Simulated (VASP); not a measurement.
The system is Ge.

```
Ge
1.0
     1.51724   -2.64558    0.00000
     1.51724    2.64558    0.00000
     0.00000    0.00000    4.82032
Ge
2
Direct
  0.33345 0.66655 0.25000
  0.66655 0.33345 0.75000
```

Base run:

| Property | Result |
| --- | --- |
| Program | VASP 6.6.1 |
| Functional | PBE |
| Potentials or basis | VASP PAW PBE potentials, release 64 (Ge_d) |
| Cutoff | 520 eV |
| k mesh | 10 × 10 × 6 |
| Occupations | fermi-dirac, width 0.05 eV |
| Spin | no spin polarisation |

Its results: band gap on the k mesh zero (band 14 reaches 12.81 eV, above the bottom of band 15 at 4.36 eV); pressure -0.1 GPa.

Problem. The run is repeated on the same cell with these changes: functional from PBE to LDA; potentials or basis from VASP PAW PBE potentials, release 64 (Ge_d) to VASP PAW LDA potentials, release 64 (Ge_d). What comes out?

Solution. Band gap on the k mesh zero (band 14 reaches 12.44 eV, above the bottom of band 15 at 4.09 eV); pressure -5.0 GPa.
